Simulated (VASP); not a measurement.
# AlFe (Pm-3m) in VASP: single point with r2SCAN

Aim: the single point of AlFe with r2SCAN.

All numbers are computed with VASP 6.6.1; they aren't measurements. Logs are shortened: lines on timing, memory, paths and dates and some standing lists are left out, and cuts for length are marked.

### Step 1. The cell of the first run

Symmetry: Pm-3m, No. 221, cubic system. Conventional cell: a = 2.846 Å, b = 2.846 Å, c = 2.846 Å, α = 90.00°, β = 90.00°, γ = 90.00°. Within 3.3 Å of Al (site symmetry m-3m) lie 8 Fe at 2.46 Å and 6 Al at 2.85 Å. Fe (site symmetry m-3m) has 8 Al at 2.46 Å and 6 Fe at 2.85 Å within 3.3 Å.

### Step 2. Single point, r2SCAN, collinear spin, ferromagnetic start

Contents of POSCAR:

```
AlFe
1.0
    2.8455060000      0.0000000000      0.0000000000
    0.0000000000      2.8455060000      0.0000000000
    0.0000000000      0.0000000000      2.8455060000
Al Fe
1 1
Direct
    0.0000000000      0.0000000000      0.0000000000
    0.5000000000      0.5000000000      0.5000000000
```

Contents of INCAR.step1:

```
SYSTEM = AlFe
PREC = Accurate
ENCUT = 520
ISMEAR = -5
SIGMA = 0.08
LREAL = .FALSE.
LASPH = .TRUE.
NELM = 150
ISPIN = 2
MAGMOM = 0 3
LMAXMIX = 4
GGA = PE
ALGO = Normal
EDIFF = 1E-4
LWAVE = .TRUE.
LCHARG = .FALSE.
```

Contents of INCAR.step2:

```
SYSTEM = AlFe
PREC = Accurate
ENCUT = 520
EDIFF = 1E-6
ISMEAR = -1
SIGMA = 0.08
LREAL = .FALSE.
LASPH = .TRUE.
NELM = 150
ALGO = Normal
ISIF = 2
LWAVE = .FALSE.
LCHARG = .FALSE.
ISPIN = 2
MAGMOM = 0 3
LORBIT = 11
LMAXMIX = 4
METAGGA = R2SCAN
LMIXTAU = .TRUE.
ISTART = 1
```

Contents of KPOINTS:

```
regular mesh
0
G
  14 14 14
  0 0 0
```

Potentials or basis: VASP PAW PBE potentials, release 64 (Al, Fe).

On the command line:

```
$ cat potpaw_PBE.64/Al/POTCAR potpaw_PBE.64/Fe/POTCAR > POTCAR
$ cp INCAR.step1 INCAR
$ mpirun -np 1 vasp_std > vasp.out
$ cp INCAR.step2 INCAR
$ mpirun -np 1 vasp_std > vasp.out
```

OUTCAR:

```text
SYSTEM = AlFe
   PREC = Accurate
   ENCUT = 520
   EDIFF = 1E-6
   ISMEAR = -1
   LREAL = .FALSE.
   LASPH = .TRUE.
   NELM = 150
   ISIF = 2
   ISPIN = 2
   LORBIT = 11
   METAGGA = R2SCAN
   ISTART = 1

 ion  position               nearest neighbor table
   1  0.000  0.000  0.000-   2 2.46   2 2.46   2 2.46   2 2.46   2 2.46   2 2.46   2 2.46   2 2.46

   2  0.500  0.500  0.500-   1 2.46   1 2.46   1 2.46   1 2.46   1 2.46   1 2.46   1 2.46   1 2.46

  LATTYP: Found a simple cubic cell.
 ALAT       =     2.8455060000

  Lattice vectors:

 A1 = (   2.8455060000,   0.0000000000,   0.0000000000)
 A2 = (   0.0000000000,   2.8455060000,   0.0000000000)
 A3 = (   0.0000000000,   0.0000000000,   2.8455060000)

Analysis of symmetry for initial positions (statically):
=====================================================================
 Subroutine PRICEL returns:
 Original cell was already a primitive cell.

 Routine SETGRP: Setting up the symmetry group for a
 simple cubic supercell.

 Subroutine GETGRP returns: Found 48 space group operations
 (whereof 48 operations were pure point group operations)
 out of a pool of 48 trial point group operations.

The static configuration has the point symmetry O_h .

Analysis of symmetry for dynamics (positions and initial velocities):
=====================================================================
 Subroutine PRICEL returns:
 Original cell was already a primitive cell.

 Routine SETGRP: Setting up the symmetry group for a
 simple cubic supercell.

 Subroutine GETGRP returns: Found 48 space group operations
 (whereof 48 operations were pure point group operations)
 out of a pool of 48 trial point group operations.

The dynamic configuration has the point symmetry O_h .

Analysis of structural, dynamic, and magnetic symmetry:
=====================================================================
 Subroutine PRICEL returns:
 Original cell was already a primitive cell.

 Routine SETGRP: Setting up the symmetry group for a
 simple cubic supercell.

 Subroutine GETGRP returns: Found 48 space group operations
 (whereof 48 operations were pure point group operations)
 out of a pool of 48 trial point group operations.

The overall configuration has the point symmetry O_h .

 Subroutine INISYM returns: Found 48 space group operations
 (whereof 48 operations are pure point group operations),
 and found     1 'primitive' translations

----------------------------------------------------------------------------------------

                                     Primitive cell

  volume of cell :      23.0398

  direct lattice vectors                    reciprocal lattice vectors
     2.845506000  0.000000000  0.000000000     0.351431345  0.000000000  0.000000000
     0.000000000  2.845506000  0.000000000     0.000000000  0.351431345  0.000000000
     0.000000000  0.000000000  2.845506000     0.000000000  0.000000000  0.351431345

  length of vectors
     2.845506000  2.845506000  2.845506000     0.351431345  0.351431345  0.351431345

  position of ions in fractional coordinates (direct lattice)
     0.000000000  0.000000000  0.000000000
     0.500000000  0.500000000  0.500000000

  ion indices of the primitive-cell ions
   primitive index   ion index
                 1           1
                 2           2

----------------------------------------------------------------------------------------

 KPOINTS: regular mesh

Automatic generation of k-mesh.
 Grid dimensions read from file:
 generate k-points for:   14   14   14

 Generating k-lattice:

  Cartesian coordinates                     Fractional coordinates (reciprocal lattice)
     0.025102239  0.000000000  0.000000000     0.071428571  0.000000000  0.000000000
     0.000000000  0.025102239  0.000000000     0.000000000  0.071428571  0.000000000
     0.000000000  0.000000000  0.025102239     0.000000000  0.000000000  0.071428571

  Length of vectors
     0.025102239  0.025102239  0.025102239

  Shift w.r.t. Gamma in fractional coordinates (k-lattice)
     0.000000000  0.000000000  0.000000000

 Subroutine IBZKPT returns following result:
 ===========================================

 Found    120 irreducible k-points:

 Following reciprocal coordinates:
            Coordinates               Weight
  0.000000  0.000000  0.000000      1.000000
  0.071429  0.000000  0.000000      6.000000
  0.142857  0.000000  0.000000      6.000000
  0.214286  0.000000  0.000000      6.000000
  0.285714  0.000000  0.000000      6.000000
  0.357143  0.000000  0.000000      6.000000
[... 16 lines left out ...]
  0.285714  0.214286  0.000000     24.000000
  0.357143  0.214286  0.000000     24.000000
 [... further k-points ...]
   k-points           NKPTS =    120   k-points in BZ     NKDIM =    120   number of bands    NBANDS=     11
   number of dos      NEDOS =    301   number of ions     NIONS =      2
   total plane-waves  NPLWV =  13824
   dimension x,y,z NGX =    24 NGY =   24 NGZ =   24
   dimension x,y,z NGXF=    48 NGYF=   48 NGZF=   48
   ions per type =               1   1
   NGX,Y,Z   is equivalent  to a cutoff of  14.02, 14.02, 14.02 a.u.
   NGXF,Y,Z  is equivalent  to a cutoff of  28.04, 28.04, 28.04 a.u.
 SYSTEM =  AlFe
   PREC   = accura    normal or accurate (medium, high low for compatibility)
   ISTART =      1    job   : 0-new  1-cont  2-samecut
   ICHARG =      0    charge: 1-file 2-atom 10-const
   ISPIN  =      2    spin polarized calculation?
   LNONCOLLINEAR =      F non collinear calculations
   LSORBIT =      F    spin-orbit coupling
   LASPH  =      T    aspherical Exc in radial PAW
   ENCUT  =  520.0 eV  38.22 Ry    6.18 a.u.   5.29  5.29  5.29*2*pi/ulx,y,z
   NELM   =    150;   NELMIN=  2; NELMDL=  0     # of ELM steps
   EDIFF  = 0.1E-05   stopping-criterion for ELM
   LREAL  =      F    real-space projection
   EDIFFG = 0.1E-04   stopping-criterion for IOM
   NSW    =      0    number of steps for IOM
   IBRION =     -1    ionic relax: 0-MD 1-quasi-New 2-CG
   NFREE  =      0    steps in history (QN), initial steepest desc. (CG)
   ISIF   =      2    stress and relaxation
   ISYM   =      2    0-nonsym 1-usesym 2-fastsym
   POTIM  = 0.5000    time-step for ionic-motion
   TEBEG  =    0.0;   TEEND  =   0.0 temperature during run
   PSTRESS=    0.0 pullay stress
   NELECT =      11.0000    total number of electrons
   NUPDOWN=      -1.0000    fix difference up-down
   EMIN   =  10.00;   EMAX   =-10.00  energy-range for DOS
   EFERMI =   0.00;   METHOD = LEGACY
   ISMEAR =    -1;   SIGMA  =   0.08  broadening in eV -4-tet -1-fermi 0-gaus
   EFERMI_NEDOS =   21; number of points for ismear=-14 and -15
   IALGO  =     38    algorithm
   IMIX   =      4    mixing-type and parameters
     AMIX     =   0.40;   BMIX     =  1.00
     AMIX_MAG =   1.60;   BMIX_MAG =  1.00
  volume/ion in A,a.u.               =      11.52        77.74
  Fermi-wavevector in a.u.,A,eV,Ry     =   1.279517  2.417937 22.274982  1.637165
  Thomas-Fermi vector in A             =   2.411998
   LORBIT       =     11    0 simple, 1 ext, 2 COOP (PROOUT), +10 PAW based schemes
   METAGGA = R2SCAN    functional components
   LHFCALC =     F    Hartree Fock is set to
   AEXX    =    0.0000 exact exchange contribution
   IVDW    =     0    specifies the selected vdW correction
   LEPSILON=     F    determine dielectric tensor
   LRPA    =     F    only Hartree local field effects (RPA)
 spin polarized calculation
  energy-cutoff  :      520.00
  volume of cell :       23.04
 maximum number of plane-waves:       639
 NGX is ok and might be reduce to    24

 number of electron      11.0000003 magnetization       0.7594581

 Free energy of the ion-electron system (eV)
  ---------------------------------------------------
  ext. energy  EPLUGINS =         0.00000000
  ---------------------------------------------------
  free energy    TOTEN  =       -21.38505474 eV

  energy without entropy =      -21.33999222  energy(sigma->0) =      -21.36252348

 E-fermi :   8.3179     XC(G=0): -13.2592

 val. band max:        8.3132563202   @ k =   0.2143   0.0714   0.0000
 cond. band min:       8.3282579923   @ k =   0.5000   0.3571   0.3571
 fundamental gap:      0.0150016720
 Fermi energy:         8.3178959907

 spin component 1

 k-point     1 :       0.0000    0.0000    0.0000
  band No.  band energies     occupation
      1      -2.8921      1.00000
      2       5.4984      1.00000
      3       5.4984      1.00000
      4       7.4918      0.99997
      5       7.4918      0.99997
      6       7.4918      0.99997
      7      15.1779      0.00000
      8      15.1779      0.00000
      9      15.1779      0.00000
     10      18.0399      0.00000
     11      18.0399      0.00000
[... 310 lines left out ...]
  band No.  band energies     occupation
      1       0.3678      1.00000
      2       4.3412      1.00000
      3       5.9584      1.00000
      4       6.5907      1.00000
      5       6.7526      1.00000
      6       7.2185      1.00000
      7       9.7179      0.00000
      8      13.6721      0.00000
      9      17.6701      0.00000
     10      19.2611      0.00000
     11      21.7257      0.00000

 [... further k-points ...]

 spin component 2

 k-point     1 :       0.0000    0.0000    0.0000
  band No.  band energies     occupation
      1      -3.0103      1.00000
      2       5.9689      1.00000
      3       5.9689      1.00000
      4       8.8206      0.00186
      5       8.8206      0.00186
      6       8.8206      0.00186
      7      15.1919      0.00000
      8      15.1919      0.00000
      9      15.1919      0.00000
     10      18.1163      0.00000
     11      18.1163      0.00000
[... 310 lines left out ...]
  band No.  band energies     occupation
      1       0.2778      1.00000
      2       4.5205      1.00000
      3       6.4673      1.00000
      4       7.4157      0.99999
      5       7.9420      0.99097
      6       8.4959      0.09756
      7      10.2821      0.00000
      8      14.0215      0.00000
      9      17.7683      0.00000
     10      19.4268      0.00000
     11      21.7759      0.00000

 [... further k-points ...]

------------------------ aborting loop because EDIFF is reached ----------------------------------------

  FORCE on cell =-STRESS in cart. coord.  units (eV):
  Direction    XX          YY          ZZ          XY          YZ          ZX
  --------------------------------------------------------------------------------------
  -------------------------------------------------------------------------------------
  Total        0.1354375      0.1354375      0.1354375     -0.0000000     -0.0000000      0.0000000
  in kB        9.4182698      9.4182698      9.4182698     -0.0000000     -0.0000000      0.0000000
  external PRESSURE =       9.4182698 kB  Pullay stress =       0.0000000 kB

 VOLUME and BASIS-vectors are now :
 -----------------------------------------------------------------------------
  energy-cutoff  :      520.00
  volume of cell :       23.04
      direct lattice vectors                 reciprocal lattice vectors
     2.845506000  0.000000000  0.000000000     0.351431345  0.000000000  0.000000000
     0.000000000  2.845506000  0.000000000     0.000000000  0.351431345  0.000000000
     0.000000000  0.000000000  2.845506000     0.000000000  0.000000000  0.351431345

 POSITION                                       TOTAL-FORCE (eV/Angst)
 -----------------------------------------------------------------------------------
      0.00000      0.00000      0.00000         0.000000      0.000000      0.000000
      1.42275      1.42275      1.42275         0.000000      0.000000      0.000000
 -----------------------------------------------------------------------------------
    total drift:                                0.000000     -0.000000     -0.000000

  FREE ENERGIE OF THE ION-ELECTRON SYSTEM (eV)
  ---------------------------------------------------
  free  energy   TOTEN  =       -21.3850547379 eV

  energy  without entropy=      -21.3399922171  energy(sigma->0) =      -21.36252348

 total charge

# of ion       s       p       d       tot
------------------------------------------
    1        0.402   0.464   0.000   0.867
    2        0.452   0.556   6.484   7.492
--------------------------------------------------
tot          0.854   1.020   6.484   8.359

 magnetization (x)

# of ion       s       p       d       tot
------------------------------------------
    1       -0.012  -0.026   0.000  -0.038
    2        0.003   0.012   0.829   0.843
--------------------------------------------------
tot         -0.009  -0.014   0.829   0.805
```

Run time: 1.9 min. Hardware: 1 thread of Intel Xeon Platinum 8488C (Sapphire Rapids), shared host; peak memory 0.19 GiB.

Results:

- Free energy: -21.3851 eV
- Pressure: 0.9 GPa
- Net moment: 0.76 μB per cell
- Site moments: Al -0.04; Fe +0.84 μB
- Valence electrons inside the program's atomic spheres: Al 0.87; Fe 7.49

Caveat: the PAW data sets were made with another functional, which shifts forces and pressure a little.
